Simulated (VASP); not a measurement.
# Cs (Im-3m) in VASP: further runs

The runs below take Cs through single point, with PBE.

Everything below comes from runs of VASP 6.6.1. Logs are shortened: lines on timing, memory, paths and dates and some standing lists are left out, and cuts for length are marked.

## Step 1: The cell of the first run

The structure is cubic, space group Im-3m (No. 229). The conventional cell has a = 6.159 Å, b = 6.159 Å, c = 6.159 Å, α = 90.00°, β = 90.00°, γ = 90.00°.

## Step 2: Single point, PBE

The input, INCAR:

```
PREC     = Accurate       # precision mode
ENCUT    = 520            # plane-wave cutoff, eV
EDIFF    = 1E-6           # SCF threshold, eV
ISMEAR   = 0              # smearing method
SIGMA    = 0.1            # smearing width, eV
LREAL    = F              # projectors in reciprocal space
LASPH    = T              # aspherical terms in the spheres
NELM     = 100            # most SCF steps
ALGO     = Normal         # electronic algorithm
ISIF     = 2              # what is computed and relaxed
LWAVE    = F              # write WAVECAR
LCHARG   = T              # write CHGCAR
GGA      = PE             # functional
LELF     = T              # ELF
LVHAR    = T            
NBANDS   = 10             # bands
```

The input, KPOINTS:

```
Automatic mesh
0
Gamma
  10 10 10
```

The input, POSCAR:

```
Cs
1.0
   -3.0794321676      3.0794321676      3.0794321676
    3.0794321676     -3.0794321676      3.0794321676
    3.0794321676      3.0794321676     -3.0794321676
Cs
1
Direct
    0.0000000000      0.0000000000      0.0000000000
```

Potentials or basis: VASP PAW PBE potentials, release 64 (Cs_sv).

Command:

```sh
> cat potpaw_PBE.64/Cs_sv/POTCAR > POTCAR
> mpirun -np 1 vasp_std > vasp.out
```

OUTCAR:

```text
PREC = Accurate
   ENCUT = 520
   EDIFF = 1E-6
   ISMEAR = 0
   LREAL = F
   LASPH = T
   NELM = 100
   ISIF = 2
   GGA = PE

 ion  position               nearest neighbor table
   1  0.000  0.000  0.000-

  LATTYP: Found a body centered cubic cell.
 ALAT       =     6.1588643352

  Lattice vectors:

 A1 = (  -3.0794321676,   3.0794321676,   3.0794321676)
 A2 = (   3.0794321676,  -3.0794321676,   3.0794321676)
 A3 = (   3.0794321676,   3.0794321676,  -3.0794321676)

Analysis of symmetry for initial positions (statically):
=====================================================================
 Subroutine PRICEL returns:
 Original cell was already a primitive cell.

 Routine SETGRP: Setting up the symmetry group for a
 body centered cubic supercell.

 Subroutine GETGRP returns: Found 48 space group operations
 (whereof 48 operations were pure point group operations)
 out of a pool of 48 trial point group operations.

The static configuration has the point symmetry O_h .

Analysis of symmetry for dynamics (positions and initial velocities):
=====================================================================
 Subroutine PRICEL returns:
 Original cell was already a primitive cell.

 Routine SETGRP: Setting up the symmetry group for a
 body centered cubic supercell.

 Subroutine GETGRP returns: Found 48 space group operations
 (whereof 48 operations were pure point group operations)
 out of a pool of 48 trial point group operations.

The dynamic configuration has the point symmetry O_h .

 Subroutine INISYM returns: Found 48 space group operations
 (whereof 48 operations are pure point group operations),
 and found     1 'primitive' translations

----------------------------------------------------------------------------------------

                                     Primitive cell

  volume of cell :     116.8078

  direct lattice vectors                    reciprocal lattice vectors
    -3.079432168  3.079432168  3.079432168     0.000000000  0.162367597  0.162367597
     3.079432168 -3.079432168  3.079432168     0.162367597  0.000000000  0.162367597
     3.079432168  3.079432168 -3.079432168     0.162367597  0.162367597  0.000000000

  length of vectors
     5.333732973  5.333732973  5.333732973     0.229622457  0.229622457  0.229622457

  position of ions in fractional coordinates (direct lattice)
     0.000000000  0.000000000  0.000000000

  ion indices of the primitive-cell ions
   primitive index   ion index
                 1           1

----------------------------------------------------------------------------------------

 KPOINTS: Automatic mesh

Automatic generation of k-mesh.
 Grid dimensions read from file:
 generate k-points for:   10   10   10

 Generating k-lattice:

  Cartesian coordinates                     Fractional coordinates (reciprocal lattice)
     0.000000000  0.016236760  0.016236760     0.100000000  0.000000000  0.000000000
     0.016236760  0.000000000  0.016236760     0.000000000  0.100000000  0.000000000
     0.016236760  0.016236760  0.000000000     0.000000000  0.000000000  0.100000000

  Length of vectors
     0.022962246  0.022962246  0.022962246

  Shift w.r.t. Gamma in fractional coordinates (k-lattice)
     0.000000000  0.000000000  0.000000000

 Subroutine IBZKPT returns following result:
 ===========================================

 Found     47 irreducible k-points:

 Following reciprocal coordinates:
            Coordinates               Weight
  0.000000  0.000000  0.000000      1.000000
  0.100000  0.000000  0.000000     12.000000
  0.200000  0.000000  0.000000     12.000000
  0.300000  0.000000  0.000000     12.000000
  0.400000  0.000000  0.000000     12.000000
  0.500000  0.000000  0.000000      6.000000
[... 16 lines left out ...]
  0.300000  0.300000  0.100000      8.000000
 -0.300000  0.300000  0.100000     24.000000
 [... further k-points ...]
   k-points           NKPTS =     47   k-points in BZ     NKDIM =     47   number of bands    NBANDS=     10
   number of dos      NEDOS =    301   number of ions     NIONS =      1
   total plane-waves  NPLWV =  64000
   dimension x,y,z NGX =    40 NGY =   40 NGZ =   40
   dimension x,y,z NGXF=    80 NGYF=   80 NGZF=   80
   ions per type =               1
   NGX,Y,Z   is equivalent  to a cutoff of  12.47, 12.47, 12.47 a.u.
   NGXF,Y,Z  is equivalent  to a cutoff of  24.94, 24.94, 24.94 a.u.
 SYSTEM =  unknown system
   PREC   = accura    normal or accurate (medium, high low for compatibility)
   ISTART =      0    job   : 0-new  1-cont  2-samecut
   ICHARG =      2    charge: 1-file 2-atom 10-const
   ISPIN  =      1    spin polarized calculation?
   LNONCOLLINEAR =      F non collinear calculations
   LSORBIT =      F    spin-orbit coupling
   LASPH  =      T    aspherical Exc in radial PAW
   ENCUT  =  520.0 eV  38.22 Ry    6.18 a.u.   9.92  9.92  9.92*2*pi/ulx,y,z
   NELM   =    100;   NELMIN=  2; NELMDL= -5     # of ELM steps
   EDIFF  = 0.1E-05   stopping-criterion for ELM
   LREAL  =      F    real-space projection
   EDIFFG = 0.1E-04   stopping-criterion for IOM
   NSW    =      0    number of steps for IOM
   IBRION =     -1    ionic relax: 0-MD 1-quasi-New 2-CG
   NFREE  =      0    steps in history (QN), initial steepest desc. (CG)
   ISIF   =      2    stress and relaxation
   ISYM   =      2    0-nonsym 1-usesym 2-fastsym
   POTIM  = 0.5000    time-step for ionic-motion
   TEBEG  =    0.0;   TEEND  =   0.0 temperature during run
   PSTRESS=    0.0 pullay stress
   NELECT =       9.0000    total number of electrons
   NUPDOWN=      -1.0000    fix difference up-down
   EMIN   =  10.00;   EMAX   =-10.00  energy-range for DOS
   EFERMI =   0.00;   METHOD = LEGACY
   ISMEAR =     0;   SIGMA  =   0.10  broadening in eV -4-tet -1-fermi 0-gaus
   EFERMI_NEDOS =   21; number of points for ismear=-14 and -15
   IALGO  =     38    algorithm
   IMIX   =      4    mixing-type and parameters
     AMIX     =   0.40;   BMIX     =  1.00
     AMIX_MAG =   1.60;   BMIX_MAG =  1.00
  volume/ion in A,a.u.               =     116.81       788.26
  Fermi-wavevector in a.u.,A,eV,Ry     =   0.696624  1.316428  6.602701  0.485285
  Thomas-Fermi vector in A             =   1.779726
   LORBIT       =      0    0 simple, 1 ext, 2 COOP (PROOUT), +10 PAW based schemes
   GGA     = PE    functional components
   LHFCALC =     F    Hartree Fock is set to
   AEXX    =    0.0000 exact exchange contribution
   IVDW    =     0    specifies the selected vdW correction
   LEPSILON=     F    determine dielectric tensor
   LRPA    =     F    only Hartree local field effects (RPA)
 non-spin polarized calculation
 Gauss-broadening in eV      SIGMA  =   0.10
  energy-cutoff  :      520.00
  volume of cell :      116.81
 maximum number of plane-waves:      3252
   NGX = 19   NGY = 19   NGZ = 19

 number of electron       9.0000002 magnetization

 Free energy of the ion-electron system (eV)
  ---------------------------------------------------
  ext. energy  EPLUGINS =         0.00000000
  ---------------------------------------------------
  free energy    TOTEN  =        -0.85137899 eV

  energy without entropy =       -0.84214349  energy(sigma->0) =       -0.84676124

 E-fermi :   0.4209     XC(G=0):  -5.3682

 val. band max:        0.3840856347   @ k =  -0.3000   0.3000   0.3000
 cond. band min:       0.4365505251   @ k =   0.3000   0.2000   0.0000
 fundamental gap:      0.0524648903
 Fermi energy:         0.4209361001

 k-point     1 :       0.0000    0.0000    0.0000
  band No.  band energies     occupation
      1     -23.4516      2.00000
      2     -10.1970      2.00000
      3     -10.1970      2.00000
      4     -10.1970      2.00000
      5      -1.2472      2.00000
      6       2.8982      0.00000
      7       2.8982      0.00000
      8       2.8982      0.00000
      9       3.7450      0.00000
     10       3.7450      0.00000

 k-point     2 :       0.1000    0.0000    0.0000
  band No.  band energies     occupation
      1     -23.4510      2.00000
      2     -10.2098      2.00000
      3     -10.2012      2.00000
      4     -10.1970      2.00000
      5      -1.1385      2.00000
      6       2.7809      0.00000
      7       2.7906      0.00000
      8       3.0069      0.00000
      9       3.5789      0.00000
     10       3.7256      0.00000

 k-point     3 :       0.2000    0.0000    0.0000
  band No.  band energies     occupation
      1     -23.4495      2.00000
      2     -10.2430      2.00000
      3     -10.2121      2.00000
      4     -10.1970      2.00000
      5      -0.8273      2.00000
      6       2.3899      0.00000
      7       2.5291      0.00000
      8       3.3281      0.00000
      9       3.5411      0.00000
     10       3.7178      0.00000

 k-point     4 :       0.3000    0.0000    0.0000
  band No.  band energies     occupation
      1     -23.4476      2.00000
      2     -10.2831      2.00000
      3     -10.2255      2.00000
      4     -10.1971      2.00000
      5      -0.3619      2.00000
      6       1.9069      0.00000
      7       2.2839      0.00000
      8       3.6518      0.00000
      9       3.7978      0.00000
     10       3.8467      0.00000

 k-point     5 :       0.4000    0.0000    0.0000
  band No.  band energies     occupation
      1     -23.4460      2.00000
      2     -10.3149      2.00000
      3     -10.2362      2.00000
      4     -10.1971      2.00000
      5       0.1569      1.99981
      6       1.4961      0.00000
      7       2.1182      0.00000
      8       3.6519      0.00000
      9       3.9956      0.00000
     10       4.5303      0.00000

 k-point     6 :       0.5000    0.0000    0.0000
  band No.  band energies     occupation
      1     -23.4454      2.00000
      2     -10.3269      2.00000
      3     -10.2403      2.00000
      4     -10.1971      2.00000
      5       0.4571      0.60907
      6       1.2717      0.00000
      7       2.0604      0.00000
      8       3.5770      0.00000
      9       4.1872      0.00000
     10       4.7152      0.00000
[... 183 lines left out ...]
 k-point    21 :       0.3000    0.2000    0.1000
  band No.  band energies     occupation
      1     -23.4452      2.00000
      2     -10.2997      2.00000
      3     -10.2549      2.00000
      4     -10.2200      2.00000
      5       0.8392      0.00000
      6       1.3783      0.00000
      7       1.6583      0.00000
      8       3.4606      0.00000
      9       4.0804      0.00000
     10       4.2308      0.00000

 k-point    22 :      -0.2000    0.2000    0.1000
  band No.  band energies     occupation
      1     -23.4489      2.00000
      2     -10.2430      2.00000
      3     -10.2165      2.00000
      4     -10.2073      2.00000
      5      -0.7253      2.00000
      6       2.4160      0.00000
      7       2.5814      0.00000
      8       3.0362      0.00000
      9       3.3003      0.00000
     10       4.0554      0.00000

 k-point    23 :       0.3000    0.3000    0.1000
  band No.  band energies     occupation
      1     -23.4450      2.00000
      2     -10.2787      2.00000
      3     -10.2787      2.00000
      4     -10.2241      2.00000
      5       1.3013      0.00000
      6       1.3350      0.00000
      7       1.3350      0.00000
      8       3.2337      0.00000
      9       4.1410      0.00000
     10       4.1410      0.00000

 k-point    24 :      -0.3000    0.3000    0.1000
  band No.  band energies     occupation
      1     -23.4471      2.00000
      2     -10.2813      2.00000
      3     -10.2300      2.00000
      4     -10.2069      2.00000
      5      -0.2660      2.00000
      6       1.9120      0.00000
      7       2.3596      0.00000
      8       3.1464      0.00000
      9       3.8104      0.00000
     10       4.0889      0.00000

 [... further k-points ...]

------------------------ aborting loop because EDIFF is reached ----------------------------------------

  FORCE on cell =-STRESS in cart. coord.  units (eV):
  Direction    XX          YY          ZZ          XY          YZ          ZX
  --------------------------------------------------------------------------------------
  -------------------------------------------------------------------------------------
  Total       -0.0013375     -0.0013375     -0.0013375      0.0000000      0.0000000      0.0000000
  in kB       -0.0183457     -0.0183457     -0.0183457      0.0000000      0.0000000      0.0000000
  external PRESSURE =      -0.0183457 kB  Pullay stress =       0.0000000 kB

 VOLUME and BASIS-vectors are now :
 -----------------------------------------------------------------------------
  energy-cutoff  :      520.00
  volume of cell :      116.81
      direct lattice vectors                 reciprocal lattice vectors
    -3.079432168  3.079432168  3.079432168     0.000000000  0.162367597  0.162367597
     3.079432168 -3.079432168  3.079432168     0.162367597  0.000000000  0.162367597
     3.079432168  3.079432168 -3.079432168     0.162367597  0.162367597  0.000000000

 POSITION                                       TOTAL-FORCE (eV/Angst)
 -----------------------------------------------------------------------------------
      0.00000      0.00000      0.00000        -0.000000      0.000000     -0.000000
 -----------------------------------------------------------------------------------
    total drift:                               -0.000000     -0.000000     -0.000000

  FREE ENERGIE OF THE ION-ELECTRON SYSTEM (eV)
  ---------------------------------------------------
  free  energy   TOTEN  =        -0.8513789907 eV

  energy  without entropy=       -0.8421434914  energy(sigma->0) =       -0.84676124
```

Run time: 18 s. Hardware: 1 thread of Intel Xeon 6975P-C (Granite Rapids), shared host; peak memory 0.25 GiB.

What came out:

| Quantity | Value |
| --- | --- |
| Free energy | -0.8514 eV |
| Pressure | 0.0 GPa |
| Band gap on the k mesh | zero (an odd number of electrons rules out a gap without spin polarisation) |

Caveat: spin-orbit coupling is left out, which moves the levels of the heavy elements.

## Step 3: Single point, PBE

The input, INCAR:

```
SYSTEM = Cs
ALGO = Fast
EDIFF = 1E-6
ENCUT = 520
GGA = PE
ISIF = 2
ISMEAR = 0
LASPH = .TRUE.
LCHARG = .FALSE.
LREAL = .FALSE.
LWAVE = .FALSE.
NBANDS = 10
NELM = 100
PREC = Accurate
SIGMA = 0.1
```

The input, KPOINTS:

```
k-points
0
G
  10 10 10
  0 0 0
```

POSCAR is that of step 2.

Potentials or basis: VASP PAW PBE potentials, release 64 (Cs_sv).

Command:

```sh
> cat potpaw_PBE.64/Cs_sv/POTCAR > POTCAR
> mpirun -np 1 vasp_std > vasp.out
```

OUTCAR:

```text
SYSTEM = Cs
   EDIFF = 1E-6
   ENCUT = 520
   GGA = PE
   ISIF = 2
   ISMEAR = 0
   LASPH = .TRUE.
   LREAL = .FALSE.
   NELM = 100
   PREC = Accurate

 ion  position               nearest neighbor table
   1  0.000  0.000  0.000-

  LATTYP: Found a body centered cubic cell.
 ALAT       =     6.1588643352

  Lattice vectors:

 A1 = (  -3.0794321676,   3.0794321676,   3.0794321676)
 A2 = (   3.0794321676,  -3.0794321676,   3.0794321676)
[... 490 lines left out ...]
      8       3.1465      0.00000
      9       3.8105      0.00000
     10       4.0892      0.00000

 [... further k-points ...]

------------------------ aborting loop because EDIFF is reached ----------------------------------------

  FORCE on cell =-STRESS in cart. coord.  units (eV):
  Direction    XX          YY          ZZ          XY          YZ          ZX
  --------------------------------------------------------------------------------------
  -------------------------------------------------------------------------------------
  Total       -0.0056658     -0.0056658     -0.0056658     -0.0000000      0.0000000     -0.0000000
  in kB       -0.0777143     -0.0777143     -0.0777143     -0.0000000      0.0000000     -0.0000000
  external PRESSURE =      -0.0777143 kB  Pullay stress =       0.0000000 kB

 VOLUME and BASIS-vectors are now :
 -----------------------------------------------------------------------------
  energy-cutoff  :      520.00
  volume of cell :      116.81
      direct lattice vectors                 reciprocal lattice vectors
    -3.079432168  3.079432168  3.079432168     0.000000000  0.162367597  0.162367597
     3.079432168 -3.079432168  3.079432168     0.162367597  0.000000000  0.162367597
     3.079432168  3.079432168 -3.079432168     0.162367597  0.162367597  0.000000000

 POSITION                                       TOTAL-FORCE (eV/Angst)
 -----------------------------------------------------------------------------------
      0.00000      0.00000      0.00000         0.000000     -0.000000     -0.000000
 -----------------------------------------------------------------------------------
    total drift:                               -0.000000      0.000000     -0.000000

  FREE ENERGIE OF THE ION-ELECTRON SYSTEM (eV)
  ---------------------------------------------------
  free  energy   TOTEN  =        -0.8513791131 eV

  energy  without entropy=       -0.8421436431  energy(sigma->0) =       -0.84676138
```

stdout:

```text
POSCAR found type information on POSCAR Cs
 POSCAR found :  1 types and       1 ions
 scaLAPACK will be used
 LDA part: xc-table for (Slater+PW92), standard interpolation
 POSCAR, INCAR and KPOINTS ok, starting setup
 FFT: planning ... GRIDC
 FFT: planning ... GRID_SOFT
 FFT: planning ... GRID
 WAVECAR not read
 entering main loop
```

Wall time 17 s (1 thread of Intel Xeon 6975P-C (Granite Rapids), shared host); peak memory 0.25 GiB.

Results:

* Free energy: -0.8514 eV
* Pressure: 0.0 GPa
* Band gap on the k mesh: zero (an odd number of electrons rules out a gap without spin polarisation)

Caveat: spin-orbit coupling is left out, which moves the levels of the heavy elements.
